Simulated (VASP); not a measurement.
W, 2 atoms in the cell. Symmetry: Fm-3m, No. 225, cubic system. The conventional cell has a = 3.973 Å, b = 3.973 Å, c = 3.973 Å, α = 90.00°, β = 90.00°, γ = 90.00°. W (site symmetry m-3m) has 12 W at 2.81 Å within 3.7 Å. This isn't the form of W at room conditions, which is bcc.

| Property | Result |
| --- | --- |
| Program | VASP 6.6.1 |
| Task | vibrations by perturbation theory |
| Functional | LDA |
| Potentials or basis | VASP PAW LDA potentials, release 64 (W_sv) |
| Cutoff | 520 eV |
| k mesh | 16 × 16 × 12 |
| Occupations | gaussian, width 0.15 eV |
| Spin | no spin polarisation |
| Dipole correction | no |
| Further INCAR settings | ALGO = Normal; EDIFF = 1e-08; NBANDS = 21; IBRION = 8; NSW = 1 |

Potentials or basis: VASP PAW LDA potentials, release 64 (W_sv).

The run is started by

```console
$ cat potpaw_LDA.64/W_sv/POTCAR > POTCAR
$ mpirun -np 1 vasp_std > vasp.out
```

Hardware: 1 thread of Intel(R) Xeon(R) 6975P-C (Granite Rapids) (shared host).

Q: Estimate the wall time of this run.

A: It took 5.9 min on 1 thread of Intel(R) Xeon(R) 6975P-C (Granite Rapids) (shared host), peak memory 0.67 GiB. Counts: scf iterations 49, k points 315.
